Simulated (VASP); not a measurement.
Wanted: the native input for a VASP 6.6.1 run.

```yaml
Task: relaxation of cell and atoms
Functional: PBE
Potentials_or_basis: VASP PAW PBE potentials, release 64 (Ti_sv, Si)
Cutoff: 600 eV
k_mesh: 6 × 6 × 8
Occupations: fermi-dirac, width 0.05 eV
Spin: no spin polarisation
Dipole_correction: no
Further_INCAR_settings: ALGO = Normal; EDIFF = 1e-06; IBRION = 2; EDIFFG = -0.02; NSW = 80; ISIF = 3
```

The structure of TiSi2 lies in POSCAR:

```
TiSi2
1.0
    4.3746400000      0.0000000000      0.0000000000
   -2.1873200000      3.7885500000      0.0000000000
    0.0000000000      0.0000000000      2.5610100000
Ti Si
1 2
Direct
    0.0000000000      0.0000000000      0.0000000000
    0.3333300000      0.6666700000      0.5000000000
    0.6666700000      0.3333300000      0.5000000000
```

The input as run:

INCAR

```
SYSTEM = TiSi2
PREC = Accurate ; ENCUT = 600
EDIFF = 1E-6 ; ISMEAR = -1
SIGMA = 0.05 ; LREAL = .False.
LASPH = .True. ; NELM = 80
ALGO = Normal ; ISIF = 3
LWAVE = .False. ; LCHARG = .False.
GGA = PE ; IBRION = 2
NSW = 80 ; EDIFFG = -0.02
```

KPOINTS

```
regular mesh
0
Gamma
  6 6 8
  0 0 0
```

Potentials or basis: VASP PAW PBE potentials, release 64 (Ti_sv, Si).

Launch:

```console
$ cat potpaw_PBE.64/Ti_sv/POTCAR potpaw_PBE.64/Si/POTCAR > POTCAR
$ mpirun -np 1 vasp_std > vasp.out
```

It gave:

The relaxed volume is 14.07 Å³/atom. The relaxed cell is a = 4.358 Å, b = 4.358 Å, c = 2.566 Å, α = 90.00°, β = 90.00°, γ = 120.00°. The space group after relaxing (to 0.1 Å) is P6/mmm (No. 191) and the energy gained by relaxing is 0.3 meV/atom. The ionic steps are 4, the pressure after relaxing is 0.0 GPa and the band gap on the k mesh is zero (bands 10 and 11 overlap by 3.07 eV).

Wall time 2.4 min on 1 thread of Intel Xeon 8259CL (shared host), peak memory 0.2 GiB.
